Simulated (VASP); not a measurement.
# BP (F-43m) in VASP: further runs

The runs below take BP through dielectric tensor, elastic constants, with LDA, PBE.

Program: VASP 6.6.1. These are calculated values, not measurements. Logs are shortened: lines on timing, memory, paths and dates and some standing lists are left out, and cuts for length are marked.

**1. The cell of the first run**

It takes space group F-43m (No. 216, cubic). Conventional cell: a = 4.538 Å, b = 4.538 Å, c = 4.538 Å, α = 90.00°, β = 90.00°, γ = 90.00°. P (site symmetry -43m) has 4 B at 1.97 Å within 2.6 Å. B (site symmetry -43m) has 4 P at 1.97 Å within 2.6 Å.

**2. Dielectric tensor, LDA**

INCAR

```
ALGO     = Normal         # electronic algorithm
EDIFF    = 1E-8           # SCF threshold, eV
ENCUT    = 520            # plane-wave cutoff, eV
ISIF     = 2              # what is computed and relaxed
ISMEAR   = 0              # smearing method
LASPH    = True           # aspherical terms in the spheres
LCHARG   = False          # write CHGCAR
LEPSILON = True           # dielectric tensor by DFPT
LREAL    = False          # projectors in reciprocal space
LWAVE    = False          # write WAVECAR
NELM     = 100            # most SCF steps
PREC     = Accurate       # precision mode
SIGMA    = 0.01           # smearing width, eV
```

KPOINTS

```
k-points
0
Gamma
  10 10 10
```

POSCAR

```
BP
1.0
    0.0000000000      2.2690000000      2.2690000000
    2.2690000000      0.0000000000      2.2690000000
    2.2690000000      2.2690000000      0.0000000000
P B
1 1
Direct
    0.7500000000      0.7500000000      0.7500000000
    0.0000000000      0.0000000000      0.0000000000
```

Potentials or basis: VASP PAW LDA potentials, release 64 (P, B).

Run with:

```sh
$ cat potpaw_LDA.64/P/POTCAR potpaw_LDA.64/B/POTCAR > POTCAR
$ mpirun -np 1 vasp_std > vasp.out
```

OUTCAR:

```text
EDIFF = 1E-8
   ENCUT = 520
   ISIF = 2
   ISMEAR = 0
   LASPH = True
   LEPSILON = True
   LREAL = False
   NELM = 100
   PREC = Accurate

 ion  position               nearest neighbor table
   1  0.750  0.750  0.750-   2 1.97   2 1.97   2 1.97   2 1.97
   2  0.000  0.000  0.000-   1 1.97   1 1.97   1 1.97   1 1.97

  LATTYP: Found a face centered cubic cell.
 ALAT       =     4.5380000000

  Lattice vectors:

 A1 = (   0.0000000000,   2.2690000000,   2.2690000000)
 A2 = (   2.2690000000,   0.0000000000,   2.2690000000)
 A3 = (   2.2690000000,   2.2690000000,   0.0000000000)

Analysis of symmetry for initial positions (statically):
=====================================================================
 Subroutine PRICEL returns:
 Original cell was already a primitive cell.

 Routine SETGRP: Setting up the symmetry group for a
 face centered cubic supercell.

 Subroutine GETGRP returns: Found 24 space group operations
 (whereof 24 operations were pure point group operations)
 out of a pool of 48 trial point group operations.

The static configuration has the point symmetry T_d .

Analysis of symmetry for dynamics (positions and initial velocities):
=====================================================================
 Subroutine PRICEL returns:
 Original cell was already a primitive cell.

 Routine SETGRP: Setting up the symmetry group for a
 face centered cubic supercell.

 Subroutine GETGRP returns: Found 24 space group operations
 (whereof 24 operations were pure point group operations)
 out of a pool of 48 trial point group operations.

The dynamic configuration has the point symmetry T_d .

 Subroutine INISYM returns: Found 24 space group operations
 (whereof 24 operations are pure point group operations),
 and found     1 'primitive' translations

----------------------------------------------------------------------------------------

                                     Primitive cell

  volume of cell :      23.3633

  direct lattice vectors                    reciprocal lattice vectors
     0.000000000  2.269000000  2.269000000    -0.220361393  0.220361393  0.220361393
     2.269000000  0.000000000  2.269000000     0.220361393 -0.220361393  0.220361393
     2.269000000  2.269000000  0.000000000     0.220361393  0.220361393 -0.220361393

  length of vectors
     3.208850573  3.208850573  3.208850573     0.381677128  0.381677128  0.381677128

  position of ions in fractional coordinates (direct lattice)
     0.750000000  0.750000000  0.750000000
     0.000000000  0.000000000  0.000000000

  ion indices of the primitive-cell ions
   primitive index   ion index
                 1           1
                 2           2

----------------------------------------------------------------------------------------

 KPOINTS: k-points

Automatic generation of k-mesh.
 Grid dimensions read from file:
 generate k-points for:   10   10   10

 Generating k-lattice:

  Cartesian coordinates                     Fractional coordinates (reciprocal lattice)
    -0.022036139  0.022036139  0.022036139     0.100000000  0.000000000  0.000000000
     0.022036139 -0.022036139  0.022036139     0.000000000  0.100000000  0.000000000
     0.022036139  0.022036139 -0.022036139     0.000000000  0.000000000  0.100000000

  Length of vectors
     0.038167713  0.038167713  0.038167713

  Shift w.r.t. Gamma in fractional coordinates (k-lattice)
     0.000000000  0.000000000  0.000000000

 Subroutine IBZKPT returns following result:
 ===========================================

[... 71 lines left out ...]
   LORBIT       =      0    0 simple, 1 ext, 2 COOP (PROOUT), +10 PAW based schemes
   GGA     = CA    functional components
   LHFCALC =     F    Hartree Fock is set to
   AEXX    =    0.0000 exact exchange contribution
   IVDW    =     0    specifies the selected vdW correction
   LEPSILON=     T    determine dielectric tensor
   LRPA    =     F    only Hartree local field effects (RPA)
 non-spin polarized calculation
 Gauss-broadening in eV      SIGMA  =   0.01
  energy-cutoff  :      520.00
  volume of cell :       23.36
 maximum number of plane-waves:       639
   NGX = 11   NGY = 11   NGZ = 11

--------------------------------------- Ionic step        1  -------------------------------------------

 number of electron       8.0000000 magnetization

 E-fermi :   7.5204     XC(G=0): -11.0880

 val. band max:        7.4060233791   @ k =   0.0000   0.0000   0.0000
 cond. band min:       8.5936140604   @ k =   0.4000   0.4000   0.0000
 fundamental gap:      1.1875906813
 Fermi energy:         7.5203570548

 k-point     1 :       0.0000    0.0000    0.0000
  band No.  band energies     occupation
      1      -7.9841      2.00000
      2       7.4060      2.00000
      3       7.4060      2.00000
      4       7.4060      2.00000
      5      10.7845      0.00000
      6      10.7845      0.00000
      7      10.7845      0.00000
      8      14.7748      0.00000
[... 243 lines left out ...]
 k-point    24 :       0.4000    0.3000    0.0000
  band No.  band energies     occupation
      1      -5.0495      2.00000
      2       1.3181      2.00000
      3       3.3605      2.00000
      4       3.8985      2.00000
      5       9.1649      0.00000
      6      10.9468      0.00000
      7      16.8107      0.00000
      8      16.8189      0.00000

 [... further k-points ...]

  FORCE on cell =-STRESS in cart. coord.  units (eV):
  Direction    XX          YY          ZZ          XY          YZ          ZX
  --------------------------------------------------------------------------------------
  -------------------------------------------------------------------------------------
  Total       -0.7761406     -0.7761406     -0.7761406     -0.0000000      0.0000000      0.0000000
  in kB      -53.2252274    -53.2252274    -53.2252274     -0.0000000      0.0000000      0.0000000
  external PRESSURE =     -53.2252274 kB  Pullay stress =       0.0000000 kB

 VOLUME and BASIS-vectors are now :
 -----------------------------------------------------------------------------
  energy-cutoff  :      520.00
  volume of cell :       23.36
      direct lattice vectors                 reciprocal lattice vectors
     0.000000000  2.269000000  2.269000000    -0.220361393  0.220361393  0.220361393
     2.269000000  0.000000000  2.269000000     0.220361393 -0.220361393  0.220361393
     2.269000000  2.269000000  0.000000000     0.220361393  0.220361393 -0.220361393

 POSITION                                       TOTAL-FORCE (eV/Angst)
 -----------------------------------------------------------------------------------
      3.40350      3.40350      3.40350        -0.000000     -0.000000     -0.000000
      0.00000      0.00000      0.00000         0.000000      0.000000      0.000000
 -----------------------------------------------------------------------------------
    total drift:                               -0.000000     -0.000000     -0.000000

  FREE ENERGIE OF THE ION-ELECTRON SYSTEM (eV)
  ---------------------------------------------------
  free  energy   TOTEN  =       -14.3871383066 eV

  energy  without entropy=      -14.3871383066  energy(sigma->0) =      -14.38713831

 HEAD OF MICROSCOPIC STATIC DIELECTRIC TENSOR (INDEPENDENT PARTICLE, excluding Hartree and local field effects)
 ------------------------------------------------------
           9.748793    -0.000000     0.000000
           0.000000     9.748793     0.000000
          -0.000000     0.000000     9.748793
 ------------------------------------------------------

 Free energy of the ion-electron system (eV)
  ---------------------------------------------------
  ---------------------------------------------------
  free energy    TOTEN  =        -0.56627952 eV

  energy without entropy =       -0.56627952

------------------------ aborting loop because EDIFF is reached ----------------------------------------

--------------------------------------- Ionic step        2  -------------------------------------------

------------------------ aborting loop because EDIFF is reached ----------------------------------------

--------------------------------------- Ionic step        3  -------------------------------------------

 Free energy of the ion-electron system (eV)
  ---------------------------------------------------
  ---------------------------------------------------
  free energy    TOTEN  =        -0.56627977 eV

  energy without entropy =       -0.56627977

------------------------ aborting loop because EDIFF is reached ----------------------------------------

 PIEZOELECTRIC TENSOR FIELD DIRECTION 3  (e Angst)
 -----------------------------------------------------------------------------
    -0.00058 -0.17440  0.00000           ( -0.00000 -0.07761  0.00000)
    -0.17440 -0.00058  0.00000           ( -0.07761 -0.00000  0.00000)
     0.00000  0.00000  0.00011           (  0.00000  0.00000 -0.00000)

 PIEZOELECTRIC TENSOR FIELD DIRECTION 3  (C/m^2)
 -----------------------------------------------------------------------------
    -0.00040 -0.11960  0.00000
    -0.11960 -0.00040  0.00000
     0.00000  0.00000  0.00007

 MACROSCOPIC STATIC DIELECTRIC TENSOR (including local field effects in DFT)
 ------------------------------------------------------
           9.293430    -0.000000    -0.000000
          -0.000000     9.293430    -0.000000
           0.000000     0.000000     9.293430
 ------------------------------------------------------

 PIEZOELECTRIC TENSOR (including local field effects)  for field in x, y, z        (e  Angst)
          XX          YY          ZZ          XY          YZ          ZX
  --------------------------------------------------------------------------------
  x     0.00000    -0.00000    -0.00000     0.00000    -0.17018     0.00000
  y     0.00000     0.00000    -0.00000     0.00000     0.00000    -0.17018
  z    -0.00000    -0.00000     0.00000    -0.17018     0.00000     0.00000

 PIEZOELECTRIC TENSOR (including local field effects)  for field in x, y, z        (C/m^2)
          XX          YY          ZZ          XY          YZ          ZX
  --------------------------------------------------------------------------------
  x     0.00000    -0.00000    -0.00000     0.00000    -0.11670     0.00000
  y     0.00000     0.00000    -0.00000     0.00000     0.00000    -0.11670
  z    -0.00000    -0.00000     0.00000    -0.11670     0.00000     0.00000

 BORN EFFECTIVE CHARGES (including local field effects) (in |e|, cummulative output)
 ---------------------------------------------------------------------------------
 ion    1
    1     0.51928    -0.00000     0.00000
    2     0.00000     0.51928    -0.00000
    3     0.00000     0.00000     0.51928
 ion    2
    1    -0.51928     0.00000    -0.00000
    2    -0.00000    -0.51928     0.00000
    3    -0.00000    -0.00000    -0.51928
```

Run time: 36 s. Hardware: 1 thread of Intel Xeon 6975P-C (Granite Rapids), shared host; peak memory 0.19 GiB.

What came out:

```
Band gap on the k mesh                  : 1.19 eV (least direct gap 3.38 eV)
Electronic dielectric tensor (diagonal) : 9.29
Born charges (mean of the diagonal)     : P +0.52; B -0.52 e
```

Levels at points of the mesh, in eV from the valence-band top:
| k point | band 2 | band 3 | band 4 | band 5 | band 6 | band 7 |
| --- | --- | --- | --- | --- | --- | --- |
| (0.00, 0.00, 0.00) | 0.00 | 0.00 | 0.00 | 3.38 | 3.38 | 3.38 |
| (0.50, 0.00, 0.00) | -9.01 | -1.75 | -1.75 | 3.78 | 4.68 | 4.68 |
| (0.50, 0.50, 0.00) | -8.49 | -4.11 | -4.11 | 1.30 | 1.55 | 12.00 |

Electronic dielectric tensor:
```
9.29 0.00 0.00
0.00 9.29 0.00
0.00 0.00 9.29
```

Born effective charge tensors (e):
atom 1, P
```
0.52 0.00 0.00
0.00 0.52 0.00
0.00 0.00 0.52
```
atom 2, B
```
-0.52  0.00  0.00
 0.00 -0.52  0.00
 0.00  0.00 -0.52
```

[end of part 1 of 2]
